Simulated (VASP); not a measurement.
A run of VASP 6.6.1 is set up as follows.

File INCAR:

```
PREC = Accurate ; ENCUT = 520
EDIFF = 1E-6 ; ISMEAR = 0
SIGMA = 0.1 ; LREAL = False
LASPH = True ; NELM = 150
ALGO = Normal ; ISIF = 2
LWAVE = False ; LCHARG = False
ISPIN = 2 ; MAGMOM = 0 1 1 1 1
LORBIT = 11 ; GGA = PE
NBANDS = 25
```

Contents of KPOINTS:

```
Automatic mesh
0
Gamma
  6 6 2
```

POSCAR

```
CaC4
1.0
    2.6015611116      0.0000000000      0.0000000000
   -1.3007805558      2.2530180121      0.0000000000
    0.0000000000      0.0000000000      7.7342532242
Ca C
1 4
Direct
    0.0000000000      0.0000000000      0.0000000000
    0.3333333333      0.6666666667      0.2810622582
    0.3333333333      0.6666666667      0.7189377418
    0.6666666667      0.3333333333      0.2810622582
    0.6666666667      0.3333333333      0.7189377418
```

Potentials or basis: VASP PAW PBE potentials, release 64 (Ca_sv, C).

The run is started by

```sh
$ cat potpaw_PBE.64/Ca_sv/POTCAR potpaw_PBE.64/C/POTCAR > POTCAR
$ mpirun -np 1 vasp_std > vasp.out
```

(1) What does it give for the band gap on the k mesh?

(2) What does it give for the pressure?

Answers

(1) zero (filled and empty bands overlap).

(2) 0.8 GPa.

Caveat: the k points lie up to 0.46 Å⁻¹ apart.
